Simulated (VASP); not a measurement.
# Ir (Fm-3m) in VASP: single point with PBE

Aim: the single point of Ir with PBE.

All numbers are computed with VASP 6.6.1; they aren't measurements. Logs are shortened: lines on timing, memory, paths and dates and some standing lists are left out, and cuts for length are marked.

**1. The cell of the first run**

Symmetry: Fm-3m, No. 225, cubic system. The conventional cell has a = 3.658 Å, b = 3.658 Å, c = 3.658 Å, α = 90.00°, β = 90.00°, γ = 90.00°. Within 3.4 Å of Ir (site symmetry m-3m) lie 12 Ir at 2.59 Å.

**2. Single point, PBE**

Contents of INCAR:

```
SYSTEM = Ir
ALGO = Fast
EDIFF = 1E-7
ENCUT = 520
GGA = PE
ISIF = 2
ISMEAR = 0
LASPH = .True.
LCHARG = .False.
LREAL = .False.
LWAVE = .False.
NBANDS = 10
NELM = 60
PREC = Accurate
SIGMA = 0.1
```

Contents of KPOINTS:

```
k-points
0
Gamma
  48 48 48
  0 0 0
```

Contents of POSCAR:

```
Ir
1.0
    0.0000000000      1.8292290690      1.8292290690
    1.8292290690      0.0000000000      1.8292290690
    1.8292290690      1.8292290690      0.0000000000
Ir
1
Direct
    0.0000000000      0.0000000000      0.0000000000
```

Potentials or basis: VASP PAW PBE potentials, release 64 (Ir).

Run with:

```sh
cat potpaw_PBE.64/Ir/POTCAR > POTCAR
mpirun -np 1 vasp_std > vasp.out
```

OUTCAR:

```text
SYSTEM = Ir
   EDIFF = 1E-7
   ENCUT = 520
   GGA = PE
   ISIF = 2
   ISMEAR = 0
   LASPH = .True.
   LREAL = .False.
   NELM = 60
   PREC = Accurate

 ion  position               nearest neighbor table
   1  0.000  0.000  0.000-

  LATTYP: Found a face centered cubic cell.
 ALAT       =     3.6584581380

  Lattice vectors:

 A1 = (   0.0000000000,   1.8292290690,   1.8292290690)
 A2 = (   1.8292290690,   0.0000000000,   1.8292290690)
 A3 = (   1.8292290690,   1.8292290690,   0.0000000000)

Analysis of symmetry for initial positions (statically):
=====================================================================
 Subroutine PRICEL returns:
 Original cell was already a primitive cell.

 Routine SETGRP: Setting up the symmetry group for a
 face centered cubic supercell.

 Subroutine GETGRP returns: Found 48 space group operations
 (whereof 48 operations were pure point group operations)
 out of a pool of 48 trial point group operations.

The static configuration has the point symmetry O_h .

Analysis of symmetry for dynamics (positions and initial velocities):
=====================================================================
 Subroutine PRICEL returns:
 Original cell was already a primitive cell.

 Routine SETGRP: Setting up the symmetry group for a
 face centered cubic supercell.

 Subroutine GETGRP returns: Found 48 space group operations
 (whereof 48 operations were pure point group operations)
 out of a pool of 48 trial point group operations.

The dynamic configuration has the point symmetry O_h .

 Subroutine INISYM returns: Found 48 space group operations
 (whereof 48 operations are pure point group operations),
 and found     1 'primitive' translations

----------------------------------------------------------------------------------------

                                     Primitive cell

  volume of cell :      12.2415

  direct lattice vectors                    reciprocal lattice vectors
     0.000000000  1.829229069  1.829229069    -0.273339194  0.273339194  0.273339194
     1.829229069  0.000000000  1.829229069     0.273339194 -0.273339194  0.273339194
     1.829229069  1.829229069  0.000000000     0.273339194  0.273339194 -0.273339194

  length of vectors
     2.586920558  2.586920558  2.586920558     0.473437372  0.473437372  0.473437372

  position of ions in fractional coordinates (direct lattice)
     0.000000000  0.000000000  0.000000000

  ion indices of the primitive-cell ions
   primitive index   ion index
                 1           1
[... 72 lines left out ...]
   EDIFF  = 0.1E-06   stopping-criterion for ELM
   LREAL  =      F    real-space projection
   EDIFFG = 0.1E-05   stopping-criterion for IOM
   NSW    =      0    number of steps for IOM
   IBRION =     -1    ionic relax: 0-MD 1-quasi-New 2-CG
   NFREE  =      0    steps in history (QN), initial steepest desc. (CG)
   ISIF   =      2    stress and relaxation
   ISYM   =      2    0-nonsym 1-usesym 2-fastsym
   POTIM  = 0.5000    time-step for ionic-motion
   TEBEG  =    0.0;   TEEND  =   0.0 temperature during run
   PSTRESS=    0.0 pullay stress
   NELECT =       9.0000    total number of electrons
   NUPDOWN=      -1.0000    fix difference up-down
   EMIN   =  10.00;   EMAX   =-10.00  energy-range for DOS
   EFERMI =   0.00;   METHOD = LEGACY
   ISMEAR =     0;   SIGMA  =   0.10  broadening in eV -4-tet -1-fermi 0-gaus
   EFERMI_NEDOS =   21; number of points for ismear=-14 and -15
   IALGO  =     68    algorithm
   IMIX   =      4    mixing-type and parameters
     AMIX     =   0.40;   BMIX     =  1.00
     AMIX_MAG =   1.60;   BMIX_MAG =  1.00
  volume/ion in A,a.u.               =      12.24        82.61
  Fermi-wavevector in a.u.,A,eV,Ry     =   1.477557  2.792178 29.703895  2.183175
  Thomas-Fermi vector in A             =   2.591946
   LORBIT       =      0    0 simple, 1 ext, 2 COOP (PROOUT), +10 PAW based schemes
   GGA     = PE    functional components
   LHFCALC =     F    Hartree Fock is set to
   AEXX    =    0.0000 exact exchange contribution
   IVDW    =     0    specifies the selected vdW correction
   LEPSILON=     F    determine dielectric tensor
   LRPA    =     F    only Hartree local field effects (RPA)
 non-spin polarized calculation
 RMM-DIIS sequential band-by-band and
 Gauss-broadening in eV      SIGMA  =   0.10
  energy-cutoff  :      520.00
  volume of cell :       12.24
 maximum number of plane-waves:       343
   NGX =  9   NGY =  9   NGZ =  9

 number of electron       9.0000001 magnetization

 Free energy of the ion-electron system (eV)
  ---------------------------------------------------
  ext. energy  EPLUGINS =         0.00000000
  ---------------------------------------------------
  free energy    TOTEN  =        -8.30066696 eV

  energy without entropy =       -8.29724238  energy(sigma->0) =       -8.29895467

 E-fermi :  13.1032     XC(G=0): -14.8630

 val. band max:       13.1024604862   @ k =  -0.3542   0.2708   0.0208
 cond. band min:      13.1039572362   @ k =  -0.2917   0.3333   0.0833
 fundamental gap:      0.0014967500
 Fermi energy:        13.1031855367

 k-point     1 :       0.0000    0.0000    0.0000
  band No.  band energies     occupation
      1       0.3622      2.00000
      2       8.2704      2.00000
      3       8.2704      2.00000
      4       8.2704      2.00000
      5      11.6505      2.00000
      6      11.6505      2.00000
      7      27.0350      0.00000
      8      33.5236      0.00000
      9      33.5236      0.00000
     10      33.5236      0.00000
[... 287 lines left out ...]
 k-point    24 :       0.4792    0.0000    0.0000
  band No.  band energies     occupation
      1       3.3513      2.00000
      2       8.1203      2.00000
      3       8.1203      2.00000
      4      11.9395      2.00000
      5      14.2740      0.00000
      6      14.2740      0.00000
      7      22.1195      0.00000
      8      26.6625      0.00000
      9      34.2076      0.00000
     10      34.2076      0.00000

 [... further k-points ...]
[... 5 lines left out ...]
  --------------------------------------------------------------------------------------
  -------------------------------------------------------------------------------------
  Total        7.0264008      7.0264008      7.0264008     -0.0000000      0.0000000     -0.0000000
  in kB      919.6217233    919.6217233    919.6217233     -0.0000000      0.0000000     -0.0000000
  external PRESSURE =     919.6217233 kB  Pullay stress =       0.0000000 kB

 VOLUME and BASIS-vectors are now :
 -----------------------------------------------------------------------------
  energy-cutoff  :      520.00
  volume of cell :       12.24
      direct lattice vectors                 reciprocal lattice vectors
     0.000000000  1.829229069  1.829229069    -0.273339194  0.273339194  0.273339194
     1.829229069  0.000000000  1.829229069     0.273339194 -0.273339194  0.273339194
     1.829229069  1.829229069  0.000000000     0.273339194  0.273339194 -0.273339194

 POSITION                                       TOTAL-FORCE (eV/Angst)
 -----------------------------------------------------------------------------------
      0.00000      0.00000      0.00000         0.000000      0.000000      0.000000
 -----------------------------------------------------------------------------------
    total drift:                                0.000000     -0.000000     -0.000000

  FREE ENERGIE OF THE ION-ELECTRON SYSTEM (eV)
  ---------------------------------------------------
  free  energy   TOTEN  =        -8.3006669616 eV

  energy  without entropy=       -8.2972423815  energy(sigma->0) =       -8.29895467
```

Wall time 8.7 min (1 thread of Intel Xeon Platinum 8259CL at 2.50GHz (Skylake/Cascade Lake), shared host); peak memory 0.47 GiB.

What came out:

* Free energy: -8.3007 eV
* Pressure: 92.0 GPa
* Band gap on the k mesh: zero (an odd number of electrons rules out a gap without spin polarisation)

Caveat: the cell stands under pressure; spin-orbit coupling is left out, which moves the levels of the heavy elements.
